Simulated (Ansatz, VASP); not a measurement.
**One calculation of KI, two programs**

```xyz
2
Lattice="0.0000 3.5246 3.5246 3.5246 0.0000 3.5246 3.5246 3.5246 0.0000" Properties=species:S:1:pos:R:3 pbc="T T T"
K     0.0265   -0.0265    0.0000
I     3.5246    3.5246    3.5246
```

Change from the starting cell: all K atoms moved +0.037 Å, as atom 1 along Cartesian [1 -1 0].

Alike in both runs: task single point; functional PBEsol; k mesh 6 × 6 × 6; occupations gaussian, width 0.05 eV; no spin polarisation.

|  | VASP | Ansatz |
| --- | --- | --- |
| version | VASP 6.6.1 | Ansatz 0.2.0 |
| potentials or method | VASP PAW PBE potentials, release 64 (K_sv, I), cutoff 520 eV | scalar-relativistic, plane waves, PAW |
| valence electrons in the cell | 16 | 26 |

```tsv
	VASP	Ansatz	Ansatz less VASP
gap on the k mesh at the Fermi level (eV)	3.83	3.83	+0.005
least direct gap on the mesh (eV)	3.83	3.83	+0.005
pressure (GPa)	-0.2	-0.2	-0.04
rms of the force components (eV/Å)	0.022	0.021	-0.0003
```

VASP's potentials were made for PBE, not for PBEsol. Atom by atom the forces differ by 0.000 eV/Å (rms over components). VASP's potentials hold 16 valence electrons a cell and Ansatz's 26, so a difference there can come from the potentials and not from the codes.

Neither program's run includes spin-orbit coupling.
